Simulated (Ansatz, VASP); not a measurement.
One calculation of Ba3O, two programs

INCAR

```
SYSTEM = Ba3O
PREC = Accurate
ENCUT = 600
EDIFF = 1E-7
ISMEAR = 0
SIGMA = 0.1
LREAL = .False.
LASPH = .True.
NELM = 80
ALGO = Normal
ISIF = 3
LWAVE = .False.
LCHARG = .False.
GGA = PE
IBRION = 2
NSW = 100
EDIFFG = -0.01
```

File KPOINTS:

```
regular mesh
0
Gamma
  10 10 10
  0 0 0
```

Contents of POSCAR:

```
Ba3O
1.0
    5.0963166571      0.0000000000      0.0000000000
    0.0000000000      5.0963166571      0.0000000000
    0.0000000000      0.0000000000      5.0963166571
Ba O
3 1
Direct
    0.0000000000      0.5000000000      0.5000000000
    0.5000000000      0.0000000000      0.5000000000
    0.5000000000      0.5000000000      0.0000000000
    0.0000000000      0.0000000000      0.0000000000
```

Input for Ansatz:

```yaml
crystal:
  lattice:
    - [5.0963166571, 0.0, 0.0]
    - [0.0, 5.0963166571, 0.0]
    - [0.0, 0.0, 5.0963166571]
  atoms:
    - { symbol: Ba, position: [0.0, 0.5, 0.5] }
    - { symbol: Ba, position: [0.5, 0.0, 0.5] }
    - { symbol: Ba, position: [0.5, 0.5, 0.0] }
    - { symbol: O, position: [0.0, 0.0, 0.0] }
basis:
  ecutwfc: 420
kpoints:
  mp_grid: { grid: [10, 10, 10] }
hamiltonian:
  xc: pbe
scf:
  occupations: { method: gaussian, width: 0.1 }
output:
  forces: true
  stress: true
  eigenvalues: true
relax:
  adjacent_minimum: "off"
  f_tol: 0.01
  max_steps: 80
  cell: { stress_tol: 0.05 }
```

Alike in both runs: task relaxation of cell and atoms; functional PBE; k mesh 10 × 10 × 10; occupations gaussian, width 0.1 eV; no spin polarisation.

|  | VASP | Ansatz |
| --- | --- | --- |
| version | VASP 6.6.1 | Ansatz 0.2.0 |
| potentials or method | VASP PAW PBE potentials, release 64 (Ba_sv, O), cutoff 600 eV | scalar-relativistic, plane waves, PAW |
| valence electrons in the cell | 36 | 36 |

```csv
,VASP,Ansatz,Ansatz less VASP
"gap on the k mesh at the Fermi level, each at its own relaxed structure (eV)",none,none,-
relaxed volume (Å³/atom),35.20,33.09,-2.109
relaxed cell length with the largest relative difference (Å),5.202,5.096,-0.1060
```

A gap of «none» marks a metal or a gap that the smearing closes. One of these differences is far larger than is usual between the two programs; its cause wasn't traced.

Spin-orbit coupling is off throughout. Noted on VASP's run: too few bands were computed for a metal, which touches its energy and stress.
